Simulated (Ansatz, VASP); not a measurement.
# VN2: VASP beside Ansatz

INCAR

```
SYSTEM = VN2
PREC     = Accurate       ! precision mode
ENCUT    = 520            ! plane-wave cutoff, eV
EDIFF    = 1E-6           ! SCF threshold, eV
ISMEAR   = -1             ! smearing method
SIGMA    = 0.5            ! smearing width, eV
LREAL    = .FALSE.        ! projectors in reciprocal space
LASPH    = .TRUE.         ! aspherical terms in the spheres
NELM     = 60             ! most SCF steps
ALGO     = Normal         ! electronic algorithm
ISIF     = 2              ! what is computed and relaxed
LWAVE    = .FALSE.        ! write WAVECAR
LCHARG   = .FALSE.        ! write CHGCAR
GGA      = PS             ! functional
NBANDS   = 32             ! bands
```

Contents of KPOINTS:

```
Automatic mesh
0
G
  12 12 12
  0 0 0
```

Contents of POSCAR:

```
VN2
1.0
   -2.1507500000      2.1507500000      2.4913500000
    2.1507500000     -2.1507500000      2.4913500000
    2.1507500000      2.1507500000     -2.4913500000
V N
2 4
Direct
    0.2500000000      0.2500000000      0.0000000000
    0.7500000000      0.7500000000      0.0000000000
    0.1151000000      0.6151000000      0.7302000000
    0.6151000000      0.8849000000      0.5000000000
    0.8849000000      0.3849000000      0.2698000000
    0.3849000000      0.1151000000      0.5000000000
```

Input for Ansatz:

```yaml
crystal:
  lattice:
    - [-2.15075, 2.15075, 2.49135]
    - [2.15075, -2.15075, 2.49135]
    - [2.15075, 2.15075, -2.49135]
  atoms:
    - { symbol: V, position: [0.25, 0.25, 0.0] }
    - { symbol: V, position: [0.75, 0.75, 0.0] }
    - { symbol: "N", position: [0.1151, 0.6151, 0.7302] }
    - { symbol: "N", position: [0.6151, 0.8849, 0.5] }
    - { symbol: "N", position: [0.8849, 0.3849, 0.2698] }
    - { symbol: "N", position: [0.3849, 0.1151, 0.5] }
basis:
  ecutwfc: 420
kpoints:
  mp_grid: { grid: [12, 12, 12] }
hamiltonian:
  xc: pbesol
scf:
  occupations: { method: fermi_dirac, width: 0.5 }
output:
  forces: true
  stress: true
  eigenvalues: true
```

Alike in both runs: task single point; functional PBEsol; k mesh 12 × 12 × 12; occupations fermi-dirac, width 0.5 eV; no spin polarisation.

|  | VASP | Ansatz |
| --- | --- | --- |
| version | VASP 6.6.1 | Ansatz 0.2.0 |
| potentials or method | VASP PAW PBE potentials, release 64 (V_sv, N), cutoff 520 eV | scalar-relativistic, plane waves, PAW |
| valence electrons in the cell | 46 | 46 |

```tsv
	VASP	Ansatz	Ansatz less VASP
gap on the k mesh at the Fermi level (eV)	none	none	-
pressure (GPa)	-5.6	-6.3	-0.72
traceless stress, the component that is largest in VASP (GPa)	8.21	8.51	+0.303
rms of the force components (eV/Å)	0.270	0.309	+0.0382
```

VASP's potentials were made for PBE, not for PBEsol. Atom by atom the forces differ by 0.038 eV/Å (rms over components). A gap of «none» marks a metal or a gap that the smearing closes.
